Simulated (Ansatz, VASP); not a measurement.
# One calculation of Al3GaN4, two programs

INCAR

```
ALGO     = Normal         # electronic algorithm
EDIFF    = 1E-7           # SCF threshold, eV
ENCUT    = 520            # plane-wave cutoff, eV
GGA      = PS             # functional
ISIF     = 2              # what is computed and relaxed
ISMEAR   = 0              # smearing method
LASPH    = True           # aspherical terms in the spheres
LCHARG   = True           # write CHGCAR
LELF     = True           # ELF
LREAL    = False          # projectors in reciprocal space
LVHAR    = True         
LWAVE    = False          # write WAVECAR
NBANDS   = 31             # bands
NELM     = 60             # most SCF steps
PREC     = Accurate       # precision mode
SIGMA    = 0.05           # smearing width, eV
```

File KPOINTS:

```
k-points
0
Gamma
  6 6 6
```

File POSCAR:

```
Al3GaN4
1.0
    4.5393319947     -0.0808706234     -0.0808706234
   -0.0808706234      4.5393319947     -0.0808706234
   -0.0808706234     -0.0808706234      4.5393319947
Al Ga N
3 1 4
Direct
    0.5000000000      0.5000000000      0.0000000000
    0.5000000000      0.0000000000      0.5000000000
    0.0000000000      0.5000000000      0.5000000000
    0.0000000000      0.0000000000      0.0000000000
    0.7447140287      0.7447140287      0.2552859713
    0.7447140287      0.2552859713      0.7447140287
    0.2552859713      0.7447140287      0.7447140287
    0.2552859713      0.2552859713      0.2552859713
```

Input for Ansatz:

```yaml
crystal:
  lattice:
    - [4.5393319947, -0.0808706234, -0.0808706234]
    - [-0.0808706234, 4.5393319947, -0.0808706234]
    - [-0.0808706234, -0.0808706234, 4.5393319947]
  atoms:
    - { symbol: Al, position: [0.5, 0.5, 0.0] }
    - { symbol: Al, position: [0.5, 0.0, 0.5] }
    - { symbol: Al, position: [0.0, 0.5, 0.5] }
    - { symbol: Ga, position: [0.0, 0.0, 0.0] }
    - { symbol: "N", position: [0.7447140287, 0.7447140287, 0.2552859713] }
    - { symbol: "N", position: [0.7447140287, 0.2552859713, 0.7447140287] }
    - { symbol: "N", position: [0.2552859713, 0.7447140287, 0.7447140287] }
    - { symbol: "N", position: [0.2552859713, 0.2552859713, 0.2552859713] }
basis:
  ecutwfc: 520.0
kpoints:
  mp_grid: { grid: [6, 6, 6] }
hamiltonian:
  xc: pbesol
scf:
  occupations: { method: gaussian, width: 0.05 }
output:
  forces: true
  stress: true
  eigenvalues: true
```

Change from the starting cell: equal engineering shear yz, xz and xy -0.0367, equal normal strain along x, y and z +0.0300.

Alike in both runs: task single point; functional PBEsol; k mesh 6 × 6 × 6; occupations gaussian, width 0.05 eV; no spin polarisation.

```csv
,VASP,Ansatz
version,VASP 6.6.1,Ansatz 0.2.0
potentials or method,"VASP PAW PBE potentials, release 64 (Al, Ga_d, N), cutoff 520 eV","scalar-relativistic, plane waves, PAW"
valence electrons in the cell,42,42
```

|  | VASP | Ansatz | Ansatz less VASP |
| --- | --- | --- | --- |
| gap on the k mesh at the Fermi level (eV) | 2.56 | 2.55 | -0.009 |
| least direct gap on the mesh (eV) | 2.56 | 2.55 | -0.009 |
| pressure (GPa) | -13.9 | -13.8 | +0.09 |
| traceless stress, the component that is largest in VASP (GPa) | 6.22 | 6.17 | -0.049 |
| rms of the force components (eV/Å) | 0.239 | 0.236 | -0.0022 |

VASP's potentials were made for PBE, not for PBEsol. Atom by atom the forces differ by 0.005 eV/Å (rms over components).
